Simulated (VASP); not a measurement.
# Ti2W3 (R-3m) in VASP: single point with PBE

Aim: the single point of Ti2W3 with PBE.

Program: VASP 6.6.1. These are calculated values, not measurements. Logs are shortened: lines on timing, memory, paths and dates and some standing lists are left out, and cuts for length are marked.

### 1 The cell of the first run

The structure is trigonal, space group R-3m (No. 166). The conventional cell has a = 4.499 Å, b = 4.499 Å, c = 13.798 Å, α = 90.00°, β = 90.00°, γ = 120.00°. Ti (site symmetry 3m) has 11 W at 2.73 to 3.18 Å and 3 Ti at 2.79 Å within 3.6 Å. W (site symmetry 3m) has 7 W at 2.68 to 3.23 Å and 7 Ti at 2.73 to 3.18 Å within 3.5 Å. W (site symmetry -3m) has 6 W at 2.77 Å and 8 Ti at 2.80 to 3.16 Å within 3.7 Å.

### 2 Single point, PBE

Contents of INCAR:

```
PREC = Accurate
ENCUT = 520
EDIFF = 1E-6
ISMEAR = 0
SIGMA = 0.2
LREAL = F
LASPH = T
NELM = 100
ALGO = Fast
ISIF = 2
LWAVE = F
LCHARG = F
GGA = PE
NBANDS = 77
```

Contents of KPOINTS:

```
regular mesh
0
Gamma
  6 6 4
```

Contents of POSCAR:

```
Ti2W3
1.0
   -2.2495057892     -3.8962583188      0.0000000141
    2.2495057892      1.2987527896      4.5992327953
   -6.7485173675      3.8962583188     -0.0000000141
Ti W
4 6
Direct
    0.1953440000      0.3906880000      0.3984480000
    0.6953440000      0.3906880000      0.8984480000
    0.3046560000      0.6093120000      0.1015520000
    0.8046560000      0.6093120000      0.6015520000
    0.6044235000      0.2088470000      0.2014745000
    0.1044235000      0.2088470000      0.7014745000
    0.8955765000      0.7911530000      0.2985255000
    0.3955765000      0.7911530000      0.7985255000
    0.0000000000      0.0000000000      0.0000000000
    0.5000000000      1.0000000000      0.5000000000
```

Potentials or basis: VASP PAW PBE potentials, release 64 (Ti_sv, W_sv).

The run is started by

```bash
cat potpaw_PBE.64/Ti_sv/POTCAR potpaw_PBE.64/W_sv/POTCAR > POTCAR
mpirun -np 1 vasp_std > vasp.out
```

OUTCAR:

```text
PREC = Accurate
   ENCUT = 520
   EDIFF = 1E-6
   ISMEAR = 0
   LREAL = F
   LASPH = T
   NELM = 100
   ISIF = 2
   GGA = PE

 ion  position               nearest neighbor table
   1  0.195  0.391  0.398-   6 2.73   5 2.73   5 2.73   7 2.76   3 2.79   4 2.79   4 2.79  10 2.80
                             9 3.16  10 3.16  10 3.16   8 3.18   7 3.18   7 3.18
   2  0.695  0.391  0.898-   5 2.73   6 2.73   6 2.73   8 2.76   4 2.79   3 2.79   3 2.79   9 2.80
                            10 3.16   9 3.16   9 3.16   7 3.18   8 3.18   8 3.18
   3  0.305  0.609  0.102-   8 2.73   7 2.73   7 2.73   5 2.76   1 2.79   2 2.79   2 2.79   9 2.80
                            10 3.16   9 3.16   9 3.16   6 3.18   5 3.18   5 3.18
   4  0.805  0.609  0.602-   7 2.73   8 2.73   8 2.73   6 2.76   2 2.79   1 2.79   1 2.79  10 2.80
                             9 3.16  10 3.16  10 3.16   5 3.18   6 3.18   6 3.18
   5  0.604  0.209  0.201-   7 2.68   2 2.73   1 2.73   1 2.73   3 2.76  10 2.77   9 2.77   9 2.77
                             4 3.18   3 3.18   3 3.18   8 3.23   7 3.23   7 3.23
   6  0.104  0.209  0.701-   8 2.68   1 2.73   2 2.73   2 2.73   4 2.76   9 2.77  10 2.77  10 2.77
                             3 3.18   4 3.18   4 3.18   7 3.23   8 3.23   8 3.23
   7  0.896  0.791  0.299-   5 2.68   4 2.73   3 2.73   3 2.73   1 2.76   9 2.77  10 2.77  10 2.77
                             2 3.18   1 3.18   1 3.18   6 3.23   5 3.23   5 3.23
   8  0.396  0.791  0.799-   6 2.68   3 2.73   4 2.73   4 2.73   2 2.76  10 2.77   9 2.77   9 2.77
                             1 3.18   2 3.18   2 3.18   5 3.23   6 3.23   6 3.23
   9  0.000  0.000  0.000-   6 2.77   7 2.77   5 2.77   8 2.77   8 2.77   5 2.77   2 2.80   3 2.80
                             1 3.16   4 3.16   3 3.16   2 3.16   2 3.16   3 3.16
  10  0.500  0.000  0.500-   5 2.77   8 2.77   6 2.77   7 2.77   6 2.77   7 2.77   1 2.80   4 2.80
                             2 3.16   3 3.16   4 3.16   1 3.16   4 3.16   1 3.16

  LATTYP: Found a base centered monoclinic cell.
 ALAT       =     9.5581799761
 B/A-ratio  =     0.4706975166
 C/A-ratio  =     0.8152720138
 COS(beta)  =    -0.2717573379

  Lattice vectors:

 A1 = (   0.0000000000,  -2.5975055292,   4.5992328094)
 A2 = (   2.2495057892,   1.2987527896,   4.5992327953)
 A3 = (  -6.7485173675,   3.8962583188,  -0.0000000141)

Analysis of symmetry for initial positions (statically):
=====================================================================
 Subroutine PRICEL returns following result:

  LATTYP: Found a trigonal (rhomboedric) cell.
 ALAT       =     5.2820429201
 COS(alpha) =     0.6372558858

  Lattice vectors:

 A1 = (   2.2495057892,   1.2987527896,   4.5992327953)
 A2 = (  -2.2495057892,   1.2987527896,   4.5992327953)
 A3 = (  -0.0000000000,  -2.5975055292,   4.5992328094)

   2 primitive cells build up your supercell.

 Routine SETGRP: Setting up the symmetry group for a
 base centered monoclinic supercell.

 Subroutine GETGRP returns: Found  4 space group operations
 (whereof  4 operations were pure point group operations)
[... 153 lines left out ...]
     AMIX_MAG =   1.60;   BMIX_MAG =  1.00
  volume/ion in A,a.u.               =      16.12       108.81
  Fermi-wavevector in a.u.,A,eV,Ry     =   1.531461  2.894042 31.910752  2.345374
  Thomas-Fermi vector in A             =   2.638803
   LORBIT       =      0    0 simple, 1 ext, 2 COOP (PROOUT), +10 PAW based schemes
   GGA     = PE    functional components
   LHFCALC =     F    Hartree Fock is set to
   AEXX    =    0.0000 exact exchange contribution
   IVDW    =     0    specifies the selected vdW correction
   LEPSILON=     F    determine dielectric tensor
   LRPA    =     F    only Hartree local field effects (RPA)
 non-spin polarized calculation
 RMM-DIIS sequential band-by-band and
 Gauss-broadening in eV      SIGMA  =   0.20
  energy-cutoff  :      520.00
  volume of cell :      161.24
 maximum number of plane-waves:      4360
 NGX is ok and might be reduce to    36
   NGX = 17   NGY = 19   NGZ = 29

 number of electron     132.0000000 magnetization

 Free energy of the ion-electron system (eV)
  ---------------------------------------------------
  ext. energy  EPLUGINS =         0.00000000
  ---------------------------------------------------
  free energy    TOTEN  =      -109.77513955 eV

  energy without entropy =     -109.54751969  energy(sigma->0) =     -109.66132962

 E-fermi :   9.7962     XC(G=0): -12.8796

 val. band max:        9.7951538422   @ k =  -0.3333  -0.0000   0.2500
 cond. band min:       9.7967341183   @ k =   0.1667   0.0000   0.5000
 fundamental gap:      0.0015802762
 Fermi energy:         9.7961641017

 k-point     1 :       0.0000    0.0000    0.0000
  band No.  band energies     occupation
      1     -63.6418      2.00000
      2     -63.6263      2.00000
      3     -63.4672      2.00000
      4     -63.4532      2.00000
      5     -63.4235      2.00000
      6     -63.4219      2.00000
[... 1909 lines left out ...]
     76      12.0484      0.00000
     77      12.3317      0.00000

 [... further k-points ...]

------------------------ aborting loop because EDIFF is reached ----------------------------------------

  FORCE on cell =-STRESS in cart. coord.  units (eV):
  Direction    XX          YY          ZZ          XY          YZ          ZX
  --------------------------------------------------------------------------------------
  -------------------------------------------------------------------------------------
  Total        0.5121605      0.3546869      0.0443020     -0.1363761      0.0172981     -0.0299613
  in kB        5.0890468      3.5243217      0.4402037     -1.3550917      0.1718812     -0.2977088
  external PRESSURE =       3.0178574 kB  Pullay stress =       0.0000000 kB

 VOLUME and BASIS-vectors are now :
 -----------------------------------------------------------------------------
  energy-cutoff  :      520.00
  volume of cell :      161.24
      direct lattice vectors                 reciprocal lattice vectors
    -2.249505789 -3.896258319  0.000000014    -0.111135522 -0.192492370  0.108713784
     2.249505789  1.298752790  4.599232795     0.000000000  0.000000001  0.217427567
    -6.748517367  3.896258319 -0.000000014    -0.111135522  0.064164124  0.036237928

 POSITION                                       TOTAL-FORCE (eV/Angst)
 -----------------------------------------------------------------------------------
     -2.24951      1.29875      1.79687        -0.009681      0.005590      0.048212
     -6.74852      1.29875      1.79687        -0.009681      0.005590      0.048212
      0.00000      0.00000      2.80237         0.009681     -0.005590     -0.048212
     -4.49901      0.00000      2.80237         0.009681     -0.005590     -0.048212
     -2.24951     -1.29875      0.96054        -0.001625      0.000938      0.021495
     -4.49901      2.59751      0.96054        -0.001625      0.000938      0.021495
     -2.24951     -1.29875      3.63870         0.001625     -0.000938     -0.021495
     -4.49901      2.59751      3.63870         0.001625     -0.000938     -0.021495
      0.00000      0.00000      0.00000         0.000000      0.000000     -0.000000
     -4.49901      0.00000      0.00000         0.000000      0.000000     -0.000000
 -----------------------------------------------------------------------------------
    total drift:                                0.000000      0.000000      0.000000

  FREE ENERGIE OF THE ION-ELECTRON SYSTEM (eV)
  ---------------------------------------------------
  free  energy   TOTEN  =      -109.7751395466 eV

  energy  without entropy=     -109.5475196944  energy(sigma->0) =     -109.66132962
```

OSZICAR:

```text
N       E                     dE             d eps       ncg     rms          rms(c)
DAV:   1     0.200852017777E+04    0.20085E+04   -0.70314E+04  7246   0.211E+03
DAV:   2     0.109649265849E+03   -0.18989E+04   -0.18641E+04  7238   0.693E+02
DAV:   3    -0.966088270685E+02   -0.20626E+03   -0.19623E+03 10641   0.197E+02
[... 32 lines left out ...]
RMM:  36    -0.109775136071E+03   -0.16383E-05   -0.18667E-05  7971   0.134E-02    0.430E-03
RMM:  37    -0.109775137173E+03   -0.11021E-05   -0.15191E-05  7755   0.127E-02    0.445E-03
RMM:  38    -0.109775138119E+03   -0.94603E-06   -0.13191E-05  7367   0.120E-02    0.451E-03
RMM:  39    -0.109775138942E+03   -0.82227E-06   -0.11171E-05  7778   0.115E-02    0.458E-03
RMM:  40    -0.109775139547E+03   -0.60494E-06   -0.93131E-06  7171   0.109E-02
   1 F= -.10977514E+03 E0= -.10966133E+03  d E =-.227620E+00
```

stdout:

```text
POSCAR found type information on POSCAR TiW
 POSCAR found :  2 types and      10 ions
 scaLAPACK will be used
 LDA part: xc-table for (Slater+PW92), standard interpolation
 POSCAR, INCAR and KPOINTS ok, starting setup
 FFT: planning ... GRIDC
 FFT: planning ... GRID_SOFT
 FFT: planning ... GRID
 WAVECAR not read
 entering main loop
WARNING in EDDRMM: call to ZHEGV failed, returncode =   8  4     56
WARNING in EDDRMM: call to ZHEGV failed, returncode =   8  4     28
WARNING in EDDRMM: call to ZHEGV failed, returncode =   8  4     26
WARNING in EDDRMM: call to ZHEGV failed, returncode =   6  3     31
WARNING in EDDRMM: call to ZHEGV failed, returncode =   8  4     25
WARNING in EDDRMM: call to ZHEGV failed, returncode =   8  4     12
WARNING in EDDRMM: call to ZHEGV failed, returncode =   6  3     65
WARNING in EDDRMM: call to ZHEGV failed, returncode =   6  3     46
WARNING in EDDRMM: call to ZHEGV failed, returncode =   8  4     15
WARNING in EDDRMM: call to ZHEGV failed, returncode =   8  4     21
WARNING in EDDRMM: call to ZHEGV failed, returncode =   8  4     21
WARNING in EDDRMM: call to ZHEGV failed, returncode =   6  3     33
WARNING in EDDRMM: call to ZHEGV failed, returncode =   8  4     71
WARNING in EDDRMM: call to ZHEGV failed, returncode =   6  3     44
WARNING in EDDRMM: call to ZHEGV failed, returncode =   6  3     32
WARNING in EDDRMM: call to ZHEGV failed, returncode =   8  4     71
```

Wall time 41 min (1 thread of Intel Xeon Platinum 8259CL at 2.50GHz (Skylake/Cascade Lake), shared host); peak memory 0.56 GiB.

What came out:

* Free energy: -109.7751 eV
* Pressure: 0.3 GPa
* Largest force: 0.049 eV/Å
* Band gap on the k mesh: zero (bands 66 and 67 overlap by 0.58 eV)

Forces in eV/Å, atoms in the order of the input:
```
Ti  -0.010  0.006  0.048
Ti  -0.010  0.006  0.048
Ti   0.010 -0.006 -0.048
Ti   0.010 -0.006 -0.048
W   -0.002  0.001  0.021
W   -0.002  0.001  0.021
W    0.002 -0.001 -0.021
W    0.002 -0.001 -0.021
W    0.000  0.000  0.000
W    0.000  0.000  0.000
```

Caveat: spin-orbit coupling is left out, which moves the levels of the heavy elements.
